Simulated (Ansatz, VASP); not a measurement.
This is a calculation of Al3Au for VASP 6.6.1.

The input INCAR:

```
SYSTEM = Al3Au
ALGO = Normal ; EDIFF = 1E-7
ENCUT = 520 ; ISIF = 2
ISMEAR = -1 ; LASPH = .True.
LCHARG = .False. ; LREAL = .False.
LWAVE = .False. ; NBANDS = 18
NELM = 100 ; PREC = Accurate
SIGMA = 0.05
```

File KPOINTS:

```
k-points
0
Gamma
  9 9 9
  0 0 0
```

POSCAR

```
Al3Au
1.0
   -2.0650554965      2.0650554965      4.1361613754
    2.0650554965     -2.0650554965      4.1361613754
    2.0650554965      2.0650554965     -4.1361613754
Au Al
1 3
Direct
    0.0000000000      0.0000000000      0.0000000000
    0.5000000000      0.5000000000      0.0000000000
    0.2500000000      0.7500000000      0.5000000000
    0.7500000000      0.2500000000      0.5000000000
```

Potentials or basis: VASP PAW LDA potentials, release 64 (Au, Al).

The run is started by

```console
$ cat potpaw_LDA.64/Au/POTCAR potpaw_LDA.64/Al/POTCAR > POTCAR
$ mpirun -np 1 vasp_std > vasp.out
```

Task: Translate it to Ansatz 0.2.0. Potentials there: Ansatz PAW.

Result: As run (the cutoff follows the program's own potentials):

input.yaml

```yaml
crystal:
  lattice:
    - [-2.0650554965, 2.0650554965, 4.1361613754]
    - [2.0650554965, -2.0650554965, 4.1361613754]
    - [2.0650554965, 2.0650554965, -4.1361613754]
  atoms:
    - { symbol: Au, position: [0.0, 0.0, 0.0] }
    - { symbol: Al, position: [0.5, 0.5, 0.0] }
    - { symbol: Al, position: [0.25, 0.75, 0.5] }
    - { symbol: Al, position: [0.75, 0.25, 0.5] }
hamiltonian:
  xc: lda
  pseudopotentials: { kind: paw }
kpoints:
  mp_grid: { grid: [9, 9, 9] }
scf:
  occupations: { method: fermi_dirac, width: 0.05 }
output:
  forces: true
  stress: true
  eigenvalues: true
```

Potentials or basis: Ansatz PAW.

Launch:

```bash
$ ansatz run input.yaml --threads 2 --pin off --max-ram 5632MiB --backend cpu --events-out ev --progress --plain --runs-dir out
```

Both were run:

|  | VASP | Ansatz | Ansatz less VASP |
| --- | --- | --- | --- |
| gap on the k mesh at the Fermi level (eV) | none | none | - |
| pressure (GPa) | -9.0 | -9.1 | -0.11 |
| traceless stress, the component that is largest in VASP (GPa) | -0.26 | -0.25 | +0.005 |

LDA's correlation is that of Perdew and Zunger in VASP and of Perdew and Wang (1992) in Ansatz. A gap of «none» marks a metal or a gap that the smearing closes. VASP's potentials hold 20 valence electrons a cell and Ansatz's 28, so a difference there can come from the potentials and not from the codes.

Spin-orbit coupling is off throughout.
